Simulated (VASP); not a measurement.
# CoPdO2 (R-3m) in VASP: notebook, part 2 of 2

VASP 6.6.1. The steps go on from the part before.

## 3. Single point, LDA, collinear spin, ferromagnetic start (11.00 Å³/atom)

This run uses another cell than the first one, of 11.00 Å³/atom.

File INCAR:

```
SYSTEM = CoPdO2
ALGO = Fast ; EDIFF = 1E-6
ENCUT = 520 ; ISIF = 2
ISMEAR = -1 ; ISPIN = 2
LASPH = .True. ; LCHARG = .False.
LMAXMIX = 4 ; LORBIT = 11
LREAL = .False. ; LWAVE = .False.
MAGMOM = 0 2 0 0 ; NBANDS = 28
NELM = 150 ; PREC = Accurate
SIGMA = 0.05
```

File KPOINTS:

```
k-points
0
Gamma
  11 11 11
  0 0 0
```

File POSCAR:

```
CoPdO2
1.0
    1.4505300930      0.8374639396      6.0361722983
   -1.4505300930      0.8374639396      6.0361722983
    0.0000000000     -1.6749278793      6.0361722983
Pd Co O
1 1 2
Direct
    0.0000000000      0.0000000000      0.0000000000
    0.5000000000      0.5000000000      0.5000000000
    0.1124760000      0.1124760000      0.1124760000
    0.8875240000      0.8875240000      0.8875240000
```

Potentials or basis: VASP PAW LDA potentials, release 64 (Pd, Co, O).

Run with:

```bash
$ cat potpaw_LDA.64/Pd/POTCAR potpaw_LDA.64/Co/POTCAR potpaw_LDA.64/O/POTCAR > POTCAR
$ mpirun -np 1 vasp_std > vasp.out
```

OUTCAR:

```text
SYSTEM = CoPdO2
   EDIFF = 1E-6
   ENCUT = 520
   ISIF = 2
   ISMEAR = -1
   ISPIN = 2
   LASPH = .True.
   LORBIT = 11
   LREAL = .False.
   NELM = 150
   PREC = Accurate

 ion  position               nearest neighbor table
   1  0.000  0.000  0.000-   3 2.04   4 2.04
   2  0.500  0.500  0.500-   3 1.94   4 1.94   3 1.94   3 1.94   4 1.94   4 1.94
   3  0.112  0.112  0.112-   2 1.94   2 1.94   2 1.94   1 2.04
   4  0.888  0.888  0.888-   2 1.94   2 1.94   2 1.94   1 2.04

  LATTYP: Found a trigonal (rhomboedric) cell.
 ALAT       =     6.2642445207
 COS(alpha) =     0.8927626487

  Lattice vectors:

 A1 = (   1.4505300930,   0.8374639396,   6.0361722983)
 A2 = (  -1.4505300930,   0.8374639396,   6.0361722983)
 A3 = (   0.0000000000,  -1.6749278793,   6.0361722983)

Analysis of symmetry for initial positions (statically):
[... 1651 lines left out ...]

  FORCE on cell =-STRESS in cart. coord.  units (eV):
  Direction    XX          YY          ZZ          XY          YZ          ZX
  --------------------------------------------------------------------------------------
  -------------------------------------------------------------------------------------
  Total       -6.0136660     -6.0136660     -7.5410999      0.0000000      0.0000000      0.0000000
  in kB     -219.0000166   -219.0000166   -274.6246650      0.0000000      0.0000000      0.0000000
  external PRESSURE =    -237.5415661 kB  Pullay stress =       0.0000000 kB

 VOLUME and BASIS-vectors are now :
 -----------------------------------------------------------------------------
  energy-cutoff  :      520.00
  volume of cell :       44.00
      direct lattice vectors                 reciprocal lattice vectors
     1.450530093  0.837463940  6.036172298     0.344701570  0.199013544  0.055222634
    -1.450530093  0.837463940  6.036172298    -0.344701570  0.199013544  0.055222634
     0.000000000 -1.674927879  6.036172298     0.000000000 -0.398027088  0.055222634

 POSITION                                       TOTAL-FORCE (eV/Angst)
 -----------------------------------------------------------------------------------
      0.00000      0.00000      0.00000         0.000000     -0.000000     -0.000000
      0.00000     -0.00000      9.05426         0.000000     -0.000000     -0.000000
      0.00000     -0.00000      2.03677         0.000000     -0.000000      0.412441
      0.00000     -0.00000     16.07174         0.000000      0.000000     -0.412441
 -----------------------------------------------------------------------------------
    total drift:                                0.000000      0.000000     -0.000000

  FREE ENERGIE OF THE ION-ELECTRON SYSTEM (eV)
  ---------------------------------------------------
  free  energy   TOTEN  =       -29.5005467047 eV

  energy  without entropy=      -29.4953369867  energy(sigma->0) =      -29.49794185

 total charge

# of ion       s       p       d       tot
------------------------------------------
    1        0.448   0.414   8.409   9.271
    2        0.404   0.593   7.287   8.283
    3        1.547   3.375   0.000   4.922
    4        1.547   3.375   0.000   4.922
--------------------------------------------------
tot          3.945   7.758  15.696  27.399

 magnetization (x)

# of ion       s       p       d       tot
------------------------------------------
    1       -0.000  -0.000  -0.000  -0.000
    2       -0.000  -0.000   0.000   0.000
    3        0.000  -0.000   0.000  -0.000
    4        0.000  -0.000   0.000  -0.000
--------------------------------------------------
tot         -0.000  -0.000   0.000   0.000
```

It took 42 min on 1 thread of Oxide Virtual Turin-like, shared host; peak memory 0.46 GiB.

Results:

```
Free energy                                           : -29.5005 eV
Pressure                                              : -23.8 GPa
Largest force                                         : 0.412 eV/Å
Net moment                                            : 0.00 μB per cell
Valence electrons inside the program's atomic spheres : Pd 9.27; Co 8.28; O 4.92
```

Forces in eV/Å, atoms in the order of the input:
```
Pd   0.000  0.000  0.000
Co   0.000  0.000  0.000
O    0.000  0.000  0.412
O    0.000  0.000 -0.412
```

Stress tensor (GPa, compression positive):
```
-21.90   0.00   0.00
  0.00 -21.90   0.00
  0.00   0.00 -27.46
```

Caveat: the stress differs along the axes, from -27 to -22 GPa; the moments typed at the start vanished in this run.

## 4. Single point, LDA, non-collinear spin, typed start, spin-orbit coupling

This run uses another cell than the first one, of 10.58 Å³/atom.

File INCAR:

```
SYSTEM = CoPdO2
PREC = Accurate
ENCUT = 520
EDIFF = 1E-6
ISMEAR = -1
SIGMA = 0.05
LREAL = .False.
LASPH = .True.
NELM = 150
ALGO = Fast
ISIF = 2
LWAVE = .False.
LCHARG = .False.
LNONCOLLINEAR = .True.
MAGMOM = 0 0 0 1.414 1.414 0 0 0 0 0 0 0
LORBIT = 11
LSORBIT = .True.
GGA_COMPAT = .False.
LORBMOM = .True.
LMAXMIX = 4
GGA = CA
NBANDS = 45
```

File KPOINTS:

```
regular mesh
0
Gamma
  8 8 8
  0 0 0
```

File POSCAR:

```
CoPdO2
1.0
    1.4316899074      0.8265865534      5.9577715763
   -1.4316899074      0.8265865534      5.9577715763
    0.0000000000     -1.6531731068      5.9577715763
Pd Co O
1 1 2
Direct
    0.0000000000      0.0000000000      0.0000000000
    0.5000000000      0.5000000000      0.5000000000
    0.1124760000      0.1124760000      0.1124760000
    0.8875240000      0.8875240000      0.8875240000
```

Run with:

```bash
$ cat potpaw_LDA.64/Pd/POTCAR potpaw_LDA.64/Co/POTCAR potpaw_LDA.64/O/POTCAR > POTCAR
$ mpirun -np 1 vasp_ncl > vasp.out
```

Run time: 1.6 h. Hardware: 1 thread of Oxide Virtual Turin-like, shared host; peak memory 1 GiB.

It converged, with:

```yaml
Free_energy: -29.7386 eV
Pressure: -17.2 GPa
Largest_force: 0.319 eV/Å
Net_moment: 0.00 μB per cell
Valence_electrons_inside_the_program's_atomic_spheres: Pd 9.35; Co 8.39; O 4.95
```

Forces in eV/Å, atoms in the order of the input:
```
Pd   0.000  0.000  0.000
Co   0.000  0.000  0.000
O    0.000  0.000  0.319
O    0.000  0.000 -0.319
```

Stress tensor (GPa, compression positive):
```
-16.12   0.00   0.00
  0.00 -16.12   0.00
  0.00   0.00 -19.38
```

Moments on the atoms (μB; x, y, z):
```
Pd  0.00 0.00 0.00
Co  0.00 0.00 0.00
O   0.00 0.00 0.00
O   0.00 0.00 0.00
```

Caveat: the cell stands under tension.
